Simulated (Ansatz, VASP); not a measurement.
Mo: VASP beside Ansatz

INCAR

```
  ALGO = Normal
  EDIFF = 1E-6
  ENCUT = 520
  GGA = PS
  ISIF = 2
  ISMEAR = -1
  LASPH = True
  LCHARG = True
  LELF = True
  LREAL = False
  LVHAR = True
  LWAVE = False
  NBANDS = 13
  NELM = 60
  PREC = Accurate
  SIGMA = 0.08
```

The input KPOINTS:

```
k-points
0
Gamma
  17 17 17
```

File POSCAR:

```
Mo
1.0
   -1.4528789333      1.4528789333      1.4528789333
    1.4528789333     -1.4528789333      1.4528789333
    1.4528789333      1.4528789333     -1.4528789333
Mo
1
Direct
    0.0000000000      0.0000000000      0.0000000000
```

Input for Ansatz:

```yaml
crystal:
  lattice:
    - [-1.4528789333, 1.4528789333, 1.4528789333]
    - [1.4528789333, -1.4528789333, 1.4528789333]
    - [1.4528789333, 1.4528789333, -1.4528789333]
  atoms:
    - { symbol: Mo, position: [0.0, 0.0, 0.0] }
kpoints:
  mp_grid: { grid: [17, 17, 17] }
scf:
  occupations: { method: fermi_dirac, width: 0.08 }
hamiltonian:
  xc: pbesol
  pseudopotentials: { kind: all_electron, lapw: { basis_error: 0.001 } }
output:
  forces: true
  stress: true
  eigenvalues: true
  populations: true
```

Change from the starting cell: volume scaled by 0.8, LAPW.

Alike in both runs: task single point; functional PBEsol; k mesh 17 × 17 × 17; occupations fermi-dirac, width 0.08 eV; no spin polarisation.

```csv
,VASP,Ansatz
version,VASP 6.6.1,Ansatz 0.2.0
potentials or method,"VASP PAW PBE potentials, release 64 (Mo_sv), cutoff 520 eV","all-electron LAPW, scalar-relativistic"
```

```csv
,VASP,Ansatz,Ansatz less VASP
pressure (GPa),99.3,97.7,-1.67
```

VASP's potentials were made for PBE, not for PBEsol. Both programs put the cell under a high pressure, so it lies far from rest at this level. Ansatz ran all-electron here, and VASP with PAW potentials.

Noted on VASP's run: the cell as given lies far from equilibrium.
